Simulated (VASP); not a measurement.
Crystal: Li5Ge.

```xyz
6
Lattice="4.2885 0.0000 0.0000 0.0000 4.2885 0.0000 0.0000 0.0000 5.9999" Properties=species:S:1:pos:R:3 pbc="T T T"
Li    0.0000    2.1442    1.4168
Li    2.1442    0.0000    1.4168
Li    0.0000    2.1442    4.5830
Li    2.1442    0.0000    4.5830
Li    2.1442    2.1442    2.9999
Ge    0.0000    0.0000    2.9999
```

```yaml
Program: VASP 6.6.1
Task: relaxation of cell and atoms
Functional: PBE
Potentials_or_basis: VASP PAW PBE potentials, release 64 (Li_sv, Ge_d)
Cutoff: 600 eV
k_mesh: 10 × 10 × 6
Occupations: gaussian, width 0.1 eV
Spin: no spin polarisation
```

At the start: pressure 0.0 GPa; volume 18.39 Å³/atom.

Q: How do energy, volume and symmetry change on relaxing?

A: Over 13 steps the energy falls by 12.4 meV/atom and the volume is 17.41 Å³/atom (-5.3 %); space group P4/mmm (No. 123, to 0.05 Å).

The path:
| step | energy change (eV) | largest force (eV/Å) | pressure (GPa) | volume (Å³) |
| --- | --- | --- | --- | --- |
| 1 | 0.0000 | 0.0686 | 0.01 | 110.34 |
| 2 | -0.0037 | 0.0702 | 0.00 | 110.37 |
| 3 | -0.0147 | 0.0737 | -0.08 | 110.42 |
| 4 | -0.0336 | 0.0704 | -0.23 | 110.46 |
| 5 | -0.0450 | 0.0703 | -0.43 | 110.28 |
| 6 | -0.0545 | 0.0890 | -0.09 | 107.83 |
| 7 | -0.0578 | 0.0982 | 1.08 | 101.04 |
| 8 | -0.0620 | 0.1035 | 0.48 | 104.26 |
| 9 | -0.0670 | 0.0763 | 0.45 | 103.79 |
| 10 | -0.0714 | 0.0276 | 0.42 | 102.98 |
| 11 | -0.0719 | 0.0087 | 0.41 | 102.65 |
| 12 | -0.0738 | 0.0011 | 0.15 | 103.74 |
| 13 | -0.0742 | 0.0041 | -0.02 | 104.49 |

Final structure:
```
CELL_PARAMETERS angstrom
3.96995 0.00000 0.00000
0.00000 3.96995 0.00000
0.00000 0.00000 6.62955
ATOMIC_POSITIONS crystal
Li 0.00000 0.50000 0.20894
Li 0.50000 0.00000 0.20894
Li 0.00000 0.50000 0.79106
Li 0.50000 0.00000 0.79106
Li 0.50000 0.50000 0.50000
Ge 0.00000 0.00000 0.50000
```

Caveat: the cutoff is under 1.25 times the usual one of these potentials, so pressure, stress and relaxed cells hold a basis-set (Pulay) error.
